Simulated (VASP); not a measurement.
A run of VASP 6.6.1 is set up as follows.

File INCAR:

```
PREC = Accurate
ENCUT = 520
EDIFF = 1E-7
ISMEAR = 0
SIGMA = 0.01
LREAL = False
LASPH = True
NELM = 80
ALGO = Normal
ISIF = 2
LWAVE = False
LCHARG = True
LELF = True
LVHAR = True
NBANDS = 11
```

The input KPOINTS:

```
regular mesh
0
Gamma
  10 10 10
```

Contents of POSCAR:

```
MgO
1.0
    0.0000000000      2.0795922133      2.0691942522
    2.0795922133      0.0000000000      2.0691942522
    2.0795922133      2.0795922133      0.0000000000
Mg O
1 1
Direct
    0.0000000000      0.0000000000      0.0000000000
    0.5000000000      0.5000000000      0.5000000000
```

Potentials or basis: VASP PAW LDA potentials, release 64 (Mg, O).

Launch:

```console
$ cat potpaw_LDA.64/Mg/POTCAR potpaw_LDA.64/O/POTCAR > POTCAR
$ mpirun -np 1 vasp_std > vasp.out
```

(1) Predict the band gap on the k mesh.

(2) What does it give for the pressure?

Results:

(1) 5.08 eV, direct.

(2) -0.8 GPa.

Caveat: the cell differs from its parent crystal (z stretched by -0.5 %, x and y held).
